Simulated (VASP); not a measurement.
Crystal: SiGe3.

```xyz
4
Lattice="1.9839 1.1454 6.4672 -1.9839 1.1454 6.4672 0.0000 -2.2908 6.4672" Properties=species:S:1:pos:R:3 pbc="T T T"
Si    1.9839    1.1454    6.4689
Ge    0.0000    0.0000    9.7017
Ge    0.0000    0.0000    7.2447
Ge    0.0000    0.0000   17.0047
```

Base run:

```yaml
Program: VASP 6.6.1
Functional: PBE
Potentials_or_basis: VASP PAW PBE potentials, release 64 (Si, Ge_d)
Cutoff: 520 eV
k_mesh: 8 × 8 × 8
Occupations: gaussian, width 0.01 eV
Spin: no spin polarisation
```

Its results: band gap on the k mesh 0.39 eV (least direct gap 0.39 eV); pressure 2.6 GPa; largest force 0.065 eV/Å.

**Question.** The run is repeated on the same cell with these changes: functional from PBE to r2SCAN. What comes out?

**Answer.** Band gap on the k mesh 0.64 eV (least direct gap 0.67 eV); pressure 0.1 GPa; largest force 0.013 eV/Å.

Caveats: the PAW data sets were made with another functional, which shifts forces and pressure a little (at least some runs).

A k mesh can miss the band edges.
